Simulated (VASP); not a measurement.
# Si3N4 in VASP: a series of runs

Si3N4 is run at these levels: PBE; tasks: single point.

Program: VASP 6.6.1. These are calculated values, not measurements. Logs are shortened: lines on timing, memory, paths and dates and some standing lists are left out, and cuts for length are marked.

## Step 1: The cell of the first run

The cell holds an amorphous packing of atoms, 14 atoms: a = 5.338 Å, b = 5.320 Å, c = 5.415 Å, α = 87.83°, β = 91.33°, γ = 91.00°.

## Step 2: Single point, PBE

Contents of INCAR:

```
SYSTEM = Si3N4
ALGO     = Normal         ! electronic algorithm
EDIFF    = 1E-6           ! SCF threshold, eV
ENCUT    = 520            ! plane-wave cutoff, eV
GGA      = PE             ! functional
ISIF     = 2              ! what is computed and relaxed
ISMEAR   = -1             ! smearing method
ISYM     = 0            
LASPH    = .True.         ! aspherical terms in the spheres
LCHARG   = .True.         ! write CHGCAR
LELF     = .True.         ! ELF
LREAL    = .False.        ! projectors in reciprocal space
LVHAR    = .True.       
LWAVE    = .False.        ! write WAVECAR
NBANDS   = 45             ! bands
NELM     = 80             ! most SCF steps
PREC     = Accurate       ! precision mode
SIGMA    = 0.2361         ! smearing width, eV
```

Contents of KPOINTS:

```
k-points
0
Gamma
  1 1 1
  0 0 0
```

Contents of POSCAR:

```
Si3N4
1.0
    5.3378070000     -0.0461070000     -0.0620370000
   -0.0461070000      5.3190510000      0.1015160000
   -0.0620370000      0.1015160000      5.4132090000
Si N
6 8
Direct
    0.6615745990      0.0775121588      0.5932374640
    0.0587724514      0.3042612722      0.1863311908
    0.7623545661      0.6477399626      0.3372373430
    0.1516728105     -0.1992478617      0.4487146482
    0.6723776432      0.4215396210      0.8373416352
    0.3613501104     -0.0389300289      0.9646516692
    0.3462604075      0.0717451464      0.6371403130
    0.8681785650      0.8105783629      0.5900395718
    0.1452611449      0.4313740260      0.4531907414
    0.8861277821      0.5500233294      1.0337242735
    0.4433954189      0.6512513406      0.8263282446
    0.4871563240      0.7420072706      0.3092300901
    0.6986855552      0.1313737526      0.9492947377
    0.1290455775      0.0246814250      0.1395360942
```

Potentials or basis: VASP PAW PBE potentials, release 64 (Si, N).

Command:

```
$ cat potpaw_PBE.64/Si/POTCAR potpaw_PBE.64/N/POTCAR > POTCAR
$ mpirun -np 1 vasp_gam > vasp.out
```

OUTCAR:

```text
SYSTEM = Si3N4
   EDIFF = 1E-6
   ENCUT = 520
   GGA = PE
   ISIF = 2
   ISMEAR = -1
   ISYM = 0
   LASPH = .True.
   LREAL = .False.
   NELM = 80
   PREC = Accurate

 ion  position               nearest neighbor table
   1  0.662  0.078  0.593-   7 1.71   8 1.81  13 1.96   5 2.30   6 2.65   3 2.79
   2  0.059  0.304  0.186-  14 1.57   9 1.67  10 1.78   3 2.60   6 2.78   5 2.83   4 3.03   4 3.07

   3  0.762  0.648  0.337-  12 1.56   8 1.73  10 1.88   4 2.29   9 2.42   2 2.60   1 2.79   5 2.97
                             5 3.03
   4  0.152  0.801  0.449-   8 1.71   9 1.96  12 1.99  14 2.02   7 2.05   3 2.29   6 2.96   2 3.03
                             2 3.07   6 3.13
   5  0.672  0.422  0.837-  13 1.64  10 1.69  11 1.74   1 2.30   2 2.83   3 2.97   6 3.00   3 3.03

   6  0.361  0.961  0.965-  14 1.63   7 1.85  11 1.90  13 2.00  12 2.26   1 2.65   2 2.78   4 2.96
                             5 3.00   4 3.13
   7  0.346  0.072  0.637-   1 1.71   6 1.85   4 2.05
   8  0.868  0.811  0.590-   4 1.71   3 1.73   1 1.81
   9  0.145  0.431  0.453-   2 1.67   4 1.96   3 2.42
  10  0.886  0.550  0.034-   5 1.69   2 1.78   3 1.88
  11  0.443  0.651  0.826-   5 1.74   6 1.90
  12  0.487  0.742  0.309-   3 1.56   4 1.99   6 2.26
  13  0.699  0.131  0.949-   5 1.64   1 1.96   6 2.00
  14  0.129  0.025  0.140-   2 1.57   6 1.63   4 2.02

IMPORTANT INFORMATION: All symmetrisations will be switched off!
NOSYMM: (Re-)initialisation of all symmetry stuff for point group C_1.

----------------------------------------------------------------------------------------

                                     Primitive cell

  volume of cell :     153.6058

  direct lattice vectors                    reciprocal lattice vectors
     5.337807000 -0.046107000 -0.062037000     0.187381148  0.001583854  0.002117742
    -0.046107000  5.319051000  0.101516000     0.001583854  0.188084163 -0.003509064
    -0.062037000  0.101516000  5.413209000     0.002117742 -0.003509064  0.184823384

  length of vectors
     5.338366605  5.320219440  5.414516208     0.187399808  0.188123561  0.184868823

  position of ions in fractional coordinates (direct lattice)
     0.661574599  0.077512159  0.593237464
     0.058772451  0.304261272  0.186331191
     0.762354566  0.647739963  0.337237343
     0.151672811  0.800752138  0.448714648
     0.672377643  0.421539621  0.837341635
     0.361350110  0.961069971  0.964651669
     0.346260407  0.071745146  0.637140313
     0.868178565  0.810578363  0.590039572
     0.145261145  0.431374026  0.453190741
     0.886127782  0.550023329  0.033724273
     0.443395419  0.651251341  0.826328245
     0.487156324  0.742007271  0.309230090
     0.698685555  0.131373753  0.949294738
     0.129045578  0.024681425  0.139536094

  ion indices of the primitive-cell ions
   primitive index   ion index
                 1           1
                 2           2
                 3           3
                 4           4
                 5           5
                 6           6
                 7           7
                 8           8
                 9           9
                10          10
                11          11
                12          12
                13          13
                14          14

----------------------------------------------------------------------------------------

 KPOINTS: k-points

Automatic generation of k-mesh.
 Grid dimensions read from file:
 generate k-points for:    1    1    1

 Generating k-lattice:

  Cartesian coordinates                     Fractional coordinates (reciprocal lattice)
     0.187381148  0.001583854  0.002117742     1.000000000 -0.000000000 -0.000000000
     0.001583854  0.188084163 -0.003509064     0.000000000  1.000000000  0.000000000
     0.002117742 -0.003509064  0.184823384    -0.000000000  0.000000000  1.000000000

  Length of vectors
     0.187399808  0.188123561  0.184868823

  Shift w.r.t. Gamma in fractional coordinates (k-lattice)
     0.000000000  0.000000000  0.000000000

 Subroutine IBZKPT returns following result:
 ===========================================

 Found      1 irreducible k-points:

 Following reciprocal coordinates:
            Coordinates               Weight
  0.000000  0.000000  0.000000      1.000000
   k-points           NKPTS =      1   k-points in BZ     NKDIM =      1   number of bands    NBANDS=     45
   number of dos      NEDOS =    301   number of ions     NIONS =     14
   total plane-waves  NPLWV =  64000
   dimension x,y,z NGX =    40 NGY =   40 NGZ =   40
   dimension x,y,z NGXF=    80 NGYF=   80 NGZF=   80
   ions per type =               6   8
   NGX,Y,Z   is equivalent  to a cutoff of  12.46, 12.50, 12.28 a.u.
   NGXF,Y,Z  is equivalent  to a cutoff of  24.91, 25.00, 24.56 a.u.
 SYSTEM =  Si3N4
   PREC   = accura    normal or accurate (medium, high low for compatibility)
   ISTART =      0    job   : 0-new  1-cont  2-samecut
   ICHARG =      2    charge: 1-file 2-atom 10-const
   ISPIN  =      1    spin polarized calculation?
   LNONCOLLINEAR =      F non collinear calculations
   LSORBIT =      F    spin-orbit coupling
   LASPH  =      T    aspherical Exc in radial PAW
   ENCUT  =  520.0 eV  38.22 Ry    6.18 a.u.   9.93  9.89 10.07*2*pi/ulx,y,z
   NELM   =     80;   NELMIN=  2; NELMDL= -5     # of ELM steps
   EDIFF  = 0.1E-05   stopping-criterion for ELM
   LREAL  =      F    real-space projection
   EDIFFG = 0.1E-04   stopping-criterion for IOM
   NSW    =      0    number of steps for IOM
   IBRION =     -1    ionic relax: 0-MD 1-quasi-New 2-CG
   NFREE  =      0    steps in history (QN), initial steepest desc. (CG)
   ISIF   =      2    stress and relaxation
   ISYM   =      0    0-nonsym 1-usesym 2-fastsym
   POTIM  = 0.5000    time-step for ionic-motion
   TEBEG  =    0.0;   TEEND  =   0.0 temperature during run
   PSTRESS=    0.0 pullay stress
   NELECT =      64.0000    total number of electrons
   NUPDOWN=      -1.0000    fix difference up-down
   EMIN   =  10.00;   EMAX   =-10.00  energy-range for DOS
   EFERMI =   0.00;   METHOD = LEGACY
   ISMEAR =    -1;   SIGMA  =   0.24  broadening in eV -4-tet -1-fermi 0-gaus
   EFERMI_NEDOS =   21; number of points for ismear=-14 and -15
   IALGO  =     38    algorithm
   IMIX   =      4    mixing-type and parameters
     AMIX     =   0.40;   BMIX     =  1.00
     AMIX_MAG =   1.60;   BMIX_MAG =  1.00
  volume/ion in A,a.u.               =      10.97        74.04
  Fermi-wavevector in a.u.,A,eV,Ry     =   1.222735  2.310634 20.341806  1.495081
  Thomas-Fermi vector in A             =   2.357871
   LORBIT       =      0    0 simple, 1 ext, 2 COOP (PROOUT), +10 PAW based schemes
   GGA     = PE    functional components
   LHFCALC =     F    Hartree Fock is set to
   AEXX    =    0.0000 exact exchange contribution
   IVDW    =     0    specifies the selected vdW correction
   LEPSILON=     F    determine dielectric tensor
   LRPA    =     F    only Hartree local field effects (RPA)
 non-spin polarized calculation
  energy-cutoff  :      520.00
  volume of cell :      153.61
 maximum number of plane-waves:      2047
 NGX is ok and might be reduce to    40
   NGX = 19   NGY = 19   NGZ = 21

 number of electron      64.0000001 magnetization

 Free energy of the ion-electron system (eV)
  ---------------------------------------------------
  ext. energy  EPLUGINS =         0.00000000
  ---------------------------------------------------
  free energy    TOTEN  =       -97.18278959 eV

  energy without entropy =      -96.42640537  energy(sigma->0) =      -96.80459748

 E-fermi :   6.7443     XC(G=0): -10.8058

 val. band max:        6.4520787772   @ k =   0.0000   0.0000   0.0000
 cond. band min:       6.9097096178   @ k =   0.0000   0.0000   0.0000
 fundamental gap:      0.4576308406
 Fermi energy:         6.7443036983

 k-point     1 :       0.0000    0.0000    0.0000
  band No.  band energies     occupation
      1     -12.0948      2.00000
      2     -10.4591      2.00000
      3      -9.9346      2.00000
      4      -9.6334      2.00000
      5      -8.4727      2.00000
      6      -8.0197      2.00000
[... 36 lines left out ...]
     43      13.1113      0.00000
     44      13.3942      0.00000
 [bands above 44 left out]

------------------------ aborting loop because EDIFF is reached ----------------------------------------

  FORCE on cell =-STRESS in cart. coord.  units (eV):
  Direction    XX          YY          ZZ          XY          YZ          ZX
  --------------------------------------------------------------------------------------
  -------------------------------------------------------------------------------------
  Total       16.3629655      0.5270071     -3.5496861      3.9657694      2.4398930      4.5579015
  in kB      170.6730743      5.4969202    -37.0248191     41.3647548     25.4491794     47.5409585
  external PRESSURE =      46.3817251 kB  Pullay stress =       0.0000000 kB

 VOLUME and BASIS-vectors are now :
 -----------------------------------------------------------------------------
  energy-cutoff  :      520.00
  volume of cell :      153.61
      direct lattice vectors                 reciprocal lattice vectors
     5.337807000 -0.046107000 -0.062037000     0.187381148  0.001583854  0.002117742
    -0.046107000  5.319051000  0.101516000     0.001583854  0.188084163 -0.003509064
    -0.062037000  0.101516000  5.413209000     0.002117742 -0.003509064  0.184823384

 POSITION                                       TOTAL-FORCE (eV/Angst)
 -----------------------------------------------------------------------------------
      3.49098      0.44201      3.17815         0.712234     -0.465796     -0.046069
      0.28813      1.63459      1.03589        -1.940108      4.954636      0.624035
      4.01851      3.44445      1.84400         0.786015     -3.850078     -1.921824
      0.74484      4.29780      2.50087         7.549043      0.125545      0.899855
      3.51764      2.29619      4.53379        -1.617715      4.558993     -0.042227
      1.82466      5.19325      5.29701         5.166205     -3.658818     -2.455222
      1.80544      0.43033      3.43478        -2.775427     -1.807603     -0.381716
      4.56019      4.33138      3.22243         0.498632      1.028745     -0.498195
      0.72737      2.33381      2.48800        -1.073768      2.397096     -0.185446
      4.70253      2.88817      0.18342         1.615261     -0.277779      3.391478
      2.28547      3.52748      4.51169        -1.753974     -0.260837      1.891421
      2.54695      3.95570      1.71903        -4.740930      2.701788     -1.625623
      3.66450      0.76294      5.10872        -2.801826     -2.038402     -0.750138
      0.67903      0.13950      0.74984         0.376358     -3.407491      1.099670
 -----------------------------------------------------------------------------------
    total drift:                               -0.000114     -0.000511      0.000290

  FREE ENERGIE OF THE ION-ELECTRON SYSTEM (eV)
  ---------------------------------------------------
  free  energy   TOTEN  =       -97.1827895877 eV

  energy  without entropy=      -96.4264053731  energy(sigma->0) =      -96.80459748
```

Run time: 14 s. Hardware: 1 thread of Intel Xeon Platinum 8488C (Sapphire Rapids), shared host; peak memory 0.22 GiB.

What came out:

```yaml
Free_energy: -97.1828 eV
Pressure: 4.6 GPa
Largest_force: 7.604 eV/Å
Band_gap_on_the_k_mesh: 0.46 eV
```

Forces in eV/Å, atoms in the order of the input:
```
Si   0.712 -0.466 -0.046
Si  -1.940  4.955  0.624
Si   0.786 -3.850 -1.922
Si   7.549  0.126  0.900
Si  -1.618  4.559 -0.042
Si   5.166 -3.659 -2.455
N   -2.775 -1.808 -0.382
N    0.499  1.029 -0.498
N   -1.074  2.397 -0.185
N    1.615 -0.278  3.391
N   -1.754 -0.261  1.891
N   -4.741  2.702 -1.626
N   -2.802 -2.038 -0.750
N    0.376 -3.407  1.100
```

Caveat: the k points lie up to 1.18 Å⁻¹ apart.

## Step 3: Single point, PBE

Contents of INCAR:

```
  PREC = Accurate
  ENCUT = 520
  EDIFF = 1E-7
  ISMEAR = -1
  SIGMA = 0.2361
  LREAL = F
  LASPH = T
  NELM = 80
  ALGO = Normal
  ISIF = 2
  LWAVE = F
  LCHARG = T
  GGA = PE
  LELF = T
  LVHAR = T
  ISYM = 0
  NBANDS = 45
```

Contents of KPOINTS:

```
Automatic mesh
0
Gamma
  1 1 1
```

Contents of POSCAR:

```
Si3N4
1.0
    5.3378070000     -0.0461070000     -0.0620370000
   -0.0461070000      5.3190510000      0.1015160000
   -0.0620370000      0.1015160000      5.4132090000
Si N
6 8
Direct
    0.8155151847     -0.2363716409      0.8614383112
    0.1475141011      0.2720964298      0.1581193690
    0.6647498085      0.5093822234      0.3829504159
    0.1843811828     -0.2369386889      0.3960974947
    0.6059315156      0.2806328063      0.8955679438
    0.3269592007     -0.2177449660      0.9367261020
    0.1280651150     -0.1830299526      0.6929385590
    0.6936572667      0.5242498552      0.6659417118
    0.1741590343      0.4113983833      0.4246815125
    0.8319981441      0.3897401674      1.1405897696
    0.3370116917      0.4327572399      0.9327373856
    0.4807051458      0.7856006205      0.3292003823
    0.6134241545     -0.0179472778      0.7632258297
    0.1462535876     -0.0509648045      0.1151612430
```

Potentials or basis: VASP PAW PBE potentials, release 64 (Si, N).

Command:

```
$ cat potpaw_PBE.64/Si/POTCAR potpaw_PBE.64/N/POTCAR > POTCAR
$ mpirun -np 1 vasp_gam > vasp.out
```

OUTCAR:

```text
PREC = Accurate
   ENCUT = 520
   EDIFF = 1E-7
   ISMEAR = -1
   LREAL = F
   LASPH = T
   NELM = 80
   ISIF = 2
   GGA = PE
   ISYM = 0

 ion  position               nearest neighbor table
   1  0.816  0.764  0.861-  13 1.66   8 1.79   7 1.93  14 2.43  10 2.45   6 2.65   6 2.75   5 2.79
                             5 3.00   3 3.05
   2  0.148  0.272  0.158-   9 1.65  14 1.74  11 1.79  10 1.81   5 2.86   4 2.96   4 2.96   6 3.07
                             6 3.09
[... 228 lines left out ...]
 -----------------------------------------------------------------------------
  energy-cutoff  :      520.00
  volume of cell :      153.61
      direct lattice vectors                 reciprocal lattice vectors
     5.337807000 -0.046107000 -0.062037000     0.187381148  0.001583854  0.002117742
    -0.046107000  5.319051000  0.101516000     0.001583854  0.188084163 -0.003509064
    -0.062037000  0.101516000  5.413209000     0.002117742 -0.003509064  0.184823384

 POSITION                                       TOTAL-FORCE (eV/Angst)
 -----------------------------------------------------------------------------------
      4.26441      4.11163      4.69007         4.072545     -0.773690     -3.102157
      0.76505      1.45655      0.87440        -1.056368      0.852814     -0.718903
      3.50106      2.71766      2.08346        -3.200897      1.679141     -3.340738
      0.92444      4.09047      2.21018         0.199033     -2.899615      3.087680
      3.16585      1.55568      4.83880         1.560557      0.349993     -2.069545
      1.65107      4.24087      5.12982         2.769885     -0.827941     -2.148623
      0.60293      4.40995      3.82601        -3.075489     -0.255419     -0.388490
      3.63712      2.82413      3.61507         2.810671     -1.386514      5.801710
      0.88431      2.22333      2.32985         0.943060      1.149700      0.938630
      4.41435      2.04896      0.74899        -2.456752     -1.627803     -2.699688
      1.72109      2.38101      5.07213        -1.399411     -0.469697      1.813574
      2.50927      4.18990      1.83196         5.549115     -1.635952     -2.987530
      3.18171      5.27278      4.19314        -2.476864      3.355310      3.804610
      0.72977      5.05291      0.71066        -4.239084      2.489673      2.009470
 -----------------------------------------------------------------------------------
    total drift:                                0.000166     -0.000125     -0.000226

  FREE ENERGIE OF THE ION-ELECTRON SYSTEM (eV)
  ---------------------------------------------------
  free  energy   TOTEN  =      -100.3888751368 eV

  energy  without entropy=      -99.9839459855  energy(sigma->0) =     -100.18641056
```

OSZICAR:

```text
N       E                     dE             d eps       ncg     rms          rms(c)
DAV:   1     0.507349572655E+03    0.50735E+03   -0.36325E+04    90   0.138E+03
DAV:   2    -0.762949853126E+02   -0.58364E+03   -0.54448E+03   124   0.318E+02
DAV:   3    -0.118255108739E+03   -0.41960E+02   -0.41378E+02   116   0.954E+01
[... 11 lines left out ...]
DAV:  15    -0.100388872925E+03   -0.70712E-05   -0.21977E-05   100   0.238E-02    0.732E-03
DAV:  16    -0.100388874564E+03   -0.16387E-05   -0.31812E-06   108   0.944E-03    0.287E-03
DAV:  17    -0.100388874995E+03   -0.43164E-06   -0.51258E-07   100   0.377E-03    0.133E-03
DAV:  18    -0.100388875121E+03   -0.12600E-06   -0.12201E-07    84   0.159E-03    0.511E-04
DAV:  19    -0.100388875137E+03   -0.15270E-07   -0.34643E-08    68   0.853E-04
   1 F= -.10038888E+03 E0= -.10018641E+03  d E =-.404929E+00
```

Wall time 16 s (1 thread of Intel Xeon Platinum 8488C (Sapphire Rapids), shared host); peak memory 0.22 GiB.

Results:

* Free energy: -100.3889 eV
* Pressure: 6.0 GPa
* Largest force: 6.594 eV/Å
* Band gap on the k mesh: 0.99 eV

Forces on the atoms (eV/Å):
```
Si   4.073 -0.774 -3.102
Si  -1.056  0.853 -0.719
Si  -3.201  1.679 -3.341
Si   0.199 -2.900  3.088
Si   1.561  0.350 -2.070
Si   2.770 -0.828 -2.149
N   -3.075 -0.255 -0.388
N    2.811 -1.387  5.802
N    0.943  1.150  0.939
N   -2.457 -1.628 -2.700
N   -1.399 -0.470  1.814
N    5.549 -1.636 -2.988
N   -2.477  3.355  3.805
N   -4.239  2.490  2.009
```

Caveat: the k points lie up to 1.18 Å⁻¹ apart.
